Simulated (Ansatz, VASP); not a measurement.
**MgO in VASP and in Ansatz**

Contents of INCAR:

```
SYSTEM = MgO
  ALGO = Normal
  EDIFF = 1E-6
  ENCUT = 840
  GGA = CA
  GGA_COMPAT = .FALSE.
  ISIF = 2
  ISMEAR = 0
  LASPH = .TRUE.
  LCHARG = .TRUE.
  LELF = .TRUE.
  LREAL = .FALSE.
  LVHAR = .TRUE.
  LWAVE = .FALSE.
  NBANDS = 15
  NELM = 120
  PREC = Accurate
  SIGMA = 0.05
```

The input KPOINTS:

```
k-points
0
G
  9 9 8
  0 0 0
```

File POSCAR:

```
MgO
1.0
    2.9380209034      0.0000000000      0.0000000000
   -1.4690104517      2.5444007392      0.0000000000
    0.0000000000      0.0000000000      2.6796800000
Mg O
1 1
Direct
    0.0000000000      0.0000000000      0.0000000000
    0.3333333333      0.6666666667      0.5746357774
```

Input for Ansatz:

```yaml
crystal:
  lattice:
    - [2.9380209034, 0.0, 0.0]
    - [-1.4690104517, 2.5444007392, 0.0]
    - [0.0, 0.0, 2.67968]
  atoms:
    - { symbol: Mg, position: [0.0, 0.0, 0.0] }
    - { symbol: O, position: [0.3333333333, 0.6666666667, 0.5746357774] }
basis:
  ecutwfc: 420
kpoints:
  mp_grid: { grid: [9, 9, 8] }
hamiltonian:
  xc: lda
scf:
  occupations: { method: gaussian, width: 0.05 }
output:
  forces: true
  stress: true
  eigenvalues: true
```

Change from the starting cell: all O atoms moved -0.200 Å, as atom 2 towards its neighbour atom 2 (O) at 2.680 Å.

Alike in both runs: task single point; functional LDA; k mesh 9 × 9 × 8; occupations gaussian, width 0.05 eV; no spin polarisation.

|  | VASP | Ansatz |
| --- | --- | --- |
| version | VASP 6.6.1 | Ansatz 0.2.0 |
| potentials or method | VASP PAW LDA potentials, release 64 (Mg_sv, O), cutoff 840 eV | scalar-relativistic, plane waves, PAW |
| valence electrons in the cell | 16 | 16 |

Ansatz gave:

```
gap on the k mesh at the Fermi level (eV) : 2.90
least direct gap on the mesh (eV)         : 3.36
pressure (GPa)                            : -6.0
rms of the force components (eV/Å)        : 0.339
```

**Question.** Which values does VASP return?

**Answer.** gap on the k mesh at the Fermi level (eV): 2.91; least direct gap on the mesh (eV): 3.37; pressure (GPa): -5.6; rms of the force components (eV/Å): 0.358.

LDA's correlation is that of Perdew and Zunger in VASP and of Perdew and Wang (1992) in Ansatz. Atom by atom the forces differ by 0.019 eV/Å (rms over components).
